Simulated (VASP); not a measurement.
# Na3LiB5 (P-62m) in VASP: further runs, part 2 of 2

VASP 6.6.1.

## Step 3: Relaxation of cell and atoms, PBE

This run uses another cell than the first one, of 13.05 Å³/atom, 1.119 times its volume.

Input file INCAR:

```
SYSTEM = Na3LiB5
ALGO     = Normal         ! electronic algorithm
EDIFF    = 1E-7           ! SCF threshold, eV
EDIFFG   = -0.04          ! ionic threshold
ENCUT    = 600            ! plane-wave cutoff, eV
GGA      = PE             ! functional
IBRION   = 2              ! ionic algorithm
ISIF     = 3              ! what is computed and relaxed
ISMEAR   = 0              ! smearing method
LASPH    = .True.         ! aspherical terms in the spheres
LCHARG   = .False.        ! write CHGCAR
LREAL    = .False.        ! projectors in reciprocal space
LWAVE    = .False.        ! write WAVECAR
NELM     = 80             ! most SCF steps
NSW      = 90             ! ionic steps
PREC     = Accurate       ! precision mode
SIGMA    = 0.1            ! smearing width, eV
```

Input file KPOINTS:

```
k-points
0
Gamma
  6 6 4
  0 0 0
```

Input file POSCAR:

```
Na3LiB5
1.0
    5.5844803903      0.0000000000      0.0000000000
   -2.7922401951      4.8363018849      0.0000000000
    0.0000000000      0.0000000000      4.3476886944
Na Li B
3 1 5
Direct
    0.5945019954      0.0000000000      0.0000000000
    0.0000000000      0.5945019954      0.0000000000
    0.4054980046      0.4054980046      0.0000000000
    0.0000000000      0.0000000000      0.0000000000
    0.3865348239      0.0000000000      0.5000000000
    0.0000000000      0.3865348239      0.5000000000
    0.6134651761      0.6134651761      0.5000000000
    0.3333333333      0.6666666667      0.5000000000
    0.6666666667      0.3333333333      0.5000000000
```

Potentials or basis: VASP PAW PBE potentials, release 64 (Na_pv, Li_sv, B).

Launch:

```console
$ cat potpaw_PBE.64/Na_pv/POTCAR potpaw_PBE.64/Li_sv/POTCAR potpaw_PBE.64/B/POTCAR > POTCAR
$ mpirun -np 1 vasp_std > vasp.out
```

Wall time 2.7 min (1 thread of Oxide Virtual Turin-like, shared host); peak memory 0.26 GiB.

It converged, with:

- Free energy: -33.5501 eV
- Pressure after relaxing: 0.1 GPa
- Largest force after relaxing: 0.033 eV/Å

Forces on the atoms (eV/Å):
```
Na  -0.025  0.000  0.000
Na   0.012 -0.022  0.000
Na   0.012  0.022  0.000
Li   0.000  0.000  0.000
B   -0.033  0.000  0.000
B    0.017 -0.029  0.000
B    0.017  0.029  0.000
B    0.000  0.000  0.000
B    0.000  0.000  0.000
```

Stress tensor (GPa, compression positive):
```
-0.04  0.00  0.00
 0.00 -0.04  0.00
 0.00  0.00  0.44
```

Final structure:
```yaml
crystal:
  lattice:
    - [5.58448, 0.00000, 0.00000]
    - [-2.79224, 4.83630, 0.00000]
    - [0.00000, 0.00000, 4.34769]
  atoms:
    - { symbol: Na, position: [0.59450, 0.00000, 0.00000] }
    - { symbol: Na, position: [0.00000, 0.59450, 0.00000] }
    - { symbol: Na, position: [0.40550, 0.40550, 0.00000] }
    - { symbol: Li, position: [0.00000, 0.00000, 0.00000] }
    - { symbol: B, position: [0.38653, 0.00000, 0.50000] }
    - { symbol: B, position: [0.00000, 0.38653, 0.50000] }
    - { symbol: B, position: [0.61347, 0.61347, 0.50000] }
    - { symbol: B, position: [0.33333, 0.66667, 0.50000] }
    - { symbol: B, position: [0.66667, 0.33333, 0.50000] }
```

Levels at points of the mesh, in eV from the Fermi level:
```tsv
k point	band 17	band 18	band 19	band 20	band 21	band 22
(0.00, 0.00, 0.00)	-2.75	-1.31	1.11	1.34	1.34	1.51
(0.50, 0.00, 0.00)	-1.98	-1.22	-0.95	0.20	0.88	0.97
(0.00, 0.00, 0.50)	-3.26	-0.65	-0.25	-0.25	-0.11	2.10
(0.50, 0.00, 0.50)	-2.85	-2.16	-0.84	-0.58	0.85	1.12
```

Caveat: the k points lie up to 0.36 Å⁻¹ apart in the final cell; the cutoff is under 1.25 times the usual one of these potentials, so pressure, stress and relaxed cells hold a basis-set (Pulay) error; the relaxation stopped at its first step, so nothing moved.

## Step 4: Single point, PBE

This run uses another cell than the first one, of 13.04 Å³/atom, 1.119 times its volume.

Input file INCAR:

```
  PREC = Accurate
  ENCUT = 520
  EDIFF = 1E-6
  ISMEAR = 0
  SIGMA = 0.1
  LREAL = F
  LASPH = T
  NELM = 100
  ALGO = Normal
  ISIF = 2
  LWAVE = F
  LCHARG = F
  GGA = PE
  NBANDS = 30
```

Input file KPOINTS:

```
Automatic mesh
0
Gamma
  12 12 10
```

Input file POSCAR:

```
Na3LiB5
1.0
    5.5812055608      0.0000000000      0.0000000000
   -2.7906027804      4.8334657994      0.0000000000
    0.0000000000      0.0000000000      4.3518665040
Na Li B
3 1 5
Direct
    0.5929828480      0.0000000000      0.0000000000
    0.0000000000      0.5929828480      0.0000000000
    0.4070171520      0.4070171520      0.0000000000
    0.0000000000      0.0000000000      0.0000000000
    0.3855673016      0.0000000000      0.5000000000
    0.0000000000      0.3855673016      0.5000000000
    0.6144326984      0.6144326984      0.5000000000
    0.3333333333      0.6666666667      0.5000000000
    0.6666666667      0.3333333333      0.5000000000
```

Launch:

```console
$ cat potpaw_PBE.64/Na_pv/POTCAR potpaw_PBE.64/Li_sv/POTCAR potpaw_PBE.64/B/POTCAR > POTCAR
$ mpirun -np 1 vasp_std > vasp.out
```

Run time: 9.9 min. Hardware: 1 thread of Oxide Virtual Turin-like, shared host; peak memory 0.4 GiB.

The run converged. Its results:

```yaml
Free_energy: -33.5746 eV
Largest_force: 0.007 eV/Å
```

Forces in eV/Å, atoms in the order of the input:
```
Na   0.003  0.000  0.000
Na  -0.001  0.002  0.000
Na  -0.001 -0.002  0.000
Li   0.000  0.000  0.000
B   -0.007  0.000  0.000
B    0.004 -0.006  0.000
B    0.004  0.006  0.000
B    0.000  0.000  0.000
B    0.000  0.000  0.000
```

Levels at points of the mesh, in eV from the Fermi level:
```
           k point  band 16  band 17  band 18  band 19  band 20  band 21  band 22  band 23  band 24  band 25
(0.00, 0.00, 0.00)    -3.54    -2.79    -1.36     1.08     1.30     1.30     1.49     1.49     1.92     4.93
(0.50, 0.00, 0.00)    -2.24    -2.02    -1.25    -0.98     0.17     0.84     0.93     3.12     3.31     3.46
(0.00, 0.00, 0.50)    -3.29    -3.29    -0.70    -0.28    -0.28    -0.13     2.08     2.08     2.65     3.83
(0.50, 0.00, 0.50)    -2.90    -2.86    -2.17    -0.88    -0.61     0.82     1.08     2.18     3.61     4.74
```

Caveat: the cutoff is under 1.25 times the usual one of these potentials, so pressure, stress and relaxed cells hold a basis-set (Pulay) error.

## Step 5: Overview

```tsv
task	cell	k mesh	cutoff (eV)	gap on the mesh (eV)	pressure (GPa)	largest force (eV/Å)
relaxation of cell and atoms	relaxed from a = 5.818, b = 5.818, c = 3.580 Å, angles 90.0, 90.0, 120.0°, 9 atoms	3 × 3 × 6	600	none	0.0	0.04
relaxation of cell and atoms	relaxed from a = 5.584, b = 5.584, c = 4.348 Å, angles 90.0, 90.0, 120.0°, 9 atoms	6 × 6 × 4	600	none	0.1	0.03
single point	a = 5.581, b = 5.581, c = 4.352 Å, angles 90.0, 90.0, 120.0°, 9 atoms	12 × 12 × 10	520	none	-	0.01
```

Alike in all rows: level PBE; potentials or basis VASP PAW PBE potentials, release 64 (Na_pv, Li_sv, B); no spin polarisation; smearing gaussian 0.1 eV.

Caveats: some runs use coarse meshes; the cutoff is under 1.25 times the usual one of these potentials, so pressure, stress and relaxed cells hold a basis-set (Pulay) error; the relaxation stopped at its first step, so nothing moved (some runs).

Total energies depend on the potentials used, so only differences within one code and one set of settings carry meaning.
